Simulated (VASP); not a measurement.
## TiO2: single point with PBE+U

Crystal: TiO2.

```xyz
6
Lattice="2.7557 -2.7558 -0.0206 2.7557 2.7558 -0.0206 -2.7183 0.0000 5.0125" Properties=species:S:1:pos:R:3 pbc="T T T"
Ti    2.0761    2.0668    1.2326
Ti    0.7170   -2.0668    3.7388
O    -0.6635   -0.6889    3.3940
O     3.4566    0.6889    1.5774
O     2.0974   -0.6889    4.0837
O     0.6956    0.6889    0.8877
```

This cell differs from its parent crystal: atoms shifted along a free coordinate.

| Item | Value |
| --- | --- |
| Program | VASP 6.6.1 |
| Task | single point |
| Functional | PBE |
| Potentials or basis | VASP PAW PBE potentials, release 64 (Ti_sv, O) |
| Cutoff | 520 eV |
| k mesh | 6 × 6 × 6 |
| Occupations | gaussian, width 0.05 eV |
| Spin | no spin polarisation |
| Hubbard terms | Ti d U = 4.0 eV |

```json
{"Pressure": "-10.3 GPa", "Largest force": "1.090 eV/Å", "Band gap on the k mesh": "2.18 eV (least direct gap 2.67 eV)"}
```

Forces on the atoms (eV/Å):
```
Ti   0.000  0.000  0.000
Ti   0.000  0.000  0.000
O   -0.008  0.000 -1.090
O    0.008  0.000  1.090
O    0.008  0.000  1.090
O   -0.008  0.000 -1.090
```

Stress tensor (GPa, compression positive):
```
 -7.15   0.00  -0.07
  0.00  -7.15   0.00
 -0.07   0.00 -16.74
```

Levels at points of the mesh, in eV from the valence-band top:
```tsv
k point	band 22	band 23	band 24	band 25	band 26	band 27
(0.00, 0.00, 0.00)	-0.94	-0.54	-0.54	2.18	2.75	3.40
(0.50, 0.00, 0.00)	-1.35	-0.97	-0.82	3.14	3.14	3.28
(0.50, 0.50, 0.00)	-2.20	0.00	0.00	3.22	3.22	3.60
(0.00, 0.00, 0.50)	-1.47	-0.33	-0.33	2.46	2.46	3.48
(0.50, 0.00, 0.50)	-1.35	-0.97	-0.82	3.14	3.14	3.28
(0.50, 0.50, 0.50)	-2.20	0.00	0.00	3.22	3.22	3.60
```

Eigenvalues of the final occupation matrices:
| site | spin | trace | eigenvalues |
| --- | --- | --- | --- |
| site 1 d | 1 | 0.76 | 0.09 0.09 0.11 0.22 0.24 |
| site 1 d | 2 | 0.76 | 0.09 0.09 0.11 0.22 0.24 |
| site 2 d | 1 | 0.76 | 0.09 0.09 0.11 0.22 0.24 |
| site 2 d | 2 | 0.76 | 0.09 0.09 0.11 0.22 0.24 |

It took 4.8 min on 1 thread of Intel Xeon 8259CL, on a shared host, peak memory 0.27 GiB.

Caveat: the cell differs from its parent crystal (atoms shifted along a free coordinate); the stress differs along the axes, from -17 to -7 GPa; forces of over 1 eV/Å act on the atoms, so gaps and moduli don't describe the material at rest. A k mesh can miss the band edges.
